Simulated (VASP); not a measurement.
MnO2: relaxation of the atoms with PBEsol

MnO2:

```
CELL_PARAMETERS angstrom
2.85658 0.00000 0.00000
-1.42829 2.47387 0.00000
0.00000 0.00000 4.60137
ATOMIC_POSITIONS crystal
Mn 0.00000 0.00000 0.50000
O 0.33333 0.66667 0.70629
O 0.66667 0.33333 0.29371
```

```yaml
Program: VASP 6.6.1
Task: relaxation of the atoms
Functional: PBEsol
Potentials_or_basis: VASP PAW PBE potentials, release 64 (Mn_pv, O)
Cutoff: 520 eV
k_mesh: 9 × 9 × 5
Occupations: fermi-dirac, width 0.05 eV
Spin: collinear spin, ferromagnetic start
Starting_moments: "[4.0, 0.0, 0.0] μB"
Dipole_correction: no
Further_INCAR_settings: ALGO = Normal; EDIFF = 1e-06; IBRION = 2; EDIFFG = -0.01; NSW = 60
```

```yaml
Energy_gained_by_relaxing: 0.1 meV/atom
Ionic_steps: 2
Pressure_after_relaxing: -0.7 GPa
Largest_force_after_relaxing: 0.004 eV/Å
Band_gap_on_the_k_mesh: 0.69 eV (least direct gap 0.76 eV)
Net_moment: 3.00 μB per cell
Site_moments: Mn +2.83; O +0.04 μB
Valence_electrons_inside_the_program's_atomic_spheres: Mn 11.78; O 4.98
```

Forces on the atoms (eV/Å):
```
Mn   0.000  0.000  0.000
O    0.000  0.000 -0.004
O    0.000  0.000  0.004
```

Stress tensor (GPa, compression positive):
```
-1.36  0.00  0.00
 0.00 -1.36  0.00
 0.00  0.00  0.55
```

Step by step:
```tsv
step	energy change (eV)	largest force (eV/Å)	pressure (GPa)
1	0.0000	0.0809	-1.25
2	-0.0003	0.0035	-0.72
```

Final structure:
```
Mn O
1.0
     2.85658    0.00000    0.00000
    -1.42829    2.47387    0.00000
     0.00000    0.00000    4.60137
Mn O
1 2
Direct
  0.00000 0.00000 0.50000
  0.33333 0.66667 0.70544
  0.66667 0.33333 0.29456
```

Levels at points of the mesh, in eV from the valence-band top:
Spin up:
| k point | band 12 | band 13 | band 14 | band 15 | band 16 | band 17 |
| --- | --- | --- | --- | --- | --- | --- |
| (0.00, 0.00, 0.00) | -1.49 | -1.24 | -0.36 | 2.82 | 2.82 | 6.96 |
Spin down:
```tsv
k point	band 7	band 8	band 9	band 10	band 11	band 12	band 13	band 14	band 15	band 16
(0.00, 0.00, 0.00)	-5.15	-5.15	-1.40	-1.40	-1.06	0.70	0.70	2.34	4.19	4.19
```

Run time: 5.1 min on 1 × NVIDIA H100 80GB with 1 thread of AMD EPYC 7R13 Processor (Zen 3), with other jobs on the host, peak memory 1.2 GiB.

Caveat: the PAW data sets were made with another functional, which shifts forces and pressure a little; a cell with one magnetic atom can't hold antiferromagnetic order, which such compounds often take. A k mesh can miss the band edges.
